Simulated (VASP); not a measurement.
H4Os:

```
CELL_PARAMETERS angstrom
1.91454 -2.51055 0.00000
1.91454 2.51055 0.00000
0.00000 0.00000 3.04364
ATOMIC_POSITIONS crystal
H 0.64685 0.35315 0.00000
H 0.35315 0.64685 0.00000
H 0.76487 0.76487 0.50000
H 0.23513 0.23513 0.50000
Os 0.00000 0.00000 0.00000
```

Base run:

* Program: VASP 6.6.1
* Functional: PBE
* Potentials or basis: VASP PAW PBE potentials, release 64 (H, Os_sv_GW)
* Cutoff: 500 eV
* k mesh: 6 × 6 × 6
* Occupations: gaussian, width 0.1 eV
* Spin: no spin polarisation

Its results: band gap on the k mesh zero (band 10 reaches 7.40 eV, above the bottom of band 11 at 6.41 eV); pressure -1.5 GPa; largest force 0.007 eV/Å.

Problem. The run is repeated on the same cell with these changes: potentials or basis from VASP PAW PBE potentials, release 64 (H, Os_sv_GW) to VASP PAW PBE potentials, release 64 (H, Os); cutoff from 500 eV to 520 eV; further incar settings from ALGO = Normal; EDIFF = 1e-06; NBANDS = 18 to ALGO = Normal; EDIFF = 1e-06; NBANDS = 14; valence electrons from 20 to 12. What comes out?

Solution. Band gap on the k mesh zero (band 6 reaches 5.31 eV, above the bottom of band 7 at 4.32 eV); pressure 0.7 GPa; largest force 0.029 eV/Å.

Caveats: spin-orbit coupling is left out, which moves the levels of the heavy elements.
